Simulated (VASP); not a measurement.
Write the native input for VASP 6.6.1 that does the following.

- Task: single point
- Functional: r2SCAN
- Potentials or basis: VASP PAW PBE potentials, release 64 (Cl, Na_pv)
- Cutoff: 520 eV
- k mesh: 8 × 8 × 8
- Occupations: fermi-dirac, width 0.05 eV
- Spin: no spin polarisation
- Dipole correction: no
- Further INCAR settings: ALGO = Normal; EDIFF = 1e-07; NBANDS = 14

NaCl:

```xyz
2
Lattice="0.0000 2.8308 2.8308 2.8308 0.0000 2.8308 2.8308 2.8308 0.0000" Properties=species:S:1:pos:R:3 pbc="T T T"
Cl    2.8308    2.8308    2.8308
Na    0.0000    0.0000    0.0000
```

The input as run:

POSCAR

```
NaCl
1.0
    0.0000000000      2.8308314239      2.8308314239
    2.8308314239      0.0000000000      2.8308314239
    2.8308314239      2.8308314239      0.0000000000
Cl Na
1 1
Direct
    0.5000000000      0.5000000000      0.5000000000
    0.0000000000      0.0000000000      0.0000000000
```

INCAR.step1

```
ALGO = Normal
EDIFF = 1E-4
ENCUT = 520
GGA = PE
ISMEAR = -1
LASPH = T
LCHARG = F
LREAL = F
LWAVE = T
NBANDS = 14
NELM = 60
PREC = Accurate
SIGMA = 0.05
```

INCAR.step2

```
ALGO = Normal
EDIFF = 1E-7
ENCUT = 520
ISIF = 2
ISMEAR = -1
ISTART = 1
LASPH = T
LCHARG = F
LMIXTAU = T
LREAL = F
LWAVE = F
METAGGA = R2SCAN
NBANDS = 14
NELM = 60
PREC = Accurate
SIGMA = 0.05
```

KPOINTS

```
k-points
0
Gamma
  8 8 8
```

Potentials or basis: VASP PAW PBE potentials, release 64 (Cl, Na_pv).

The run is started by

```sh
$ cat potpaw_PBE.64/Cl/POTCAR potpaw_PBE.64/Na_pv/POTCAR > POTCAR
$ cp INCAR.step1 INCAR
$ mpirun -np 1 vasp_std > vasp.out
$ cp INCAR.step2 INCAR
$ mpirun -np 1 vasp_std > vasp.out
```

It gave:

```json
{
  "Pressure": "-1.0 GPa",
  "Band gap on the k mesh": "5.87 eV"
}
```

Caveat: the PAW data sets were made with another functional, which shifts forces and pressure a little.

It took 2.4 min on 1 thread of AMD EPYC 7R13, on a shared host, peak memory 0.14 GiB.
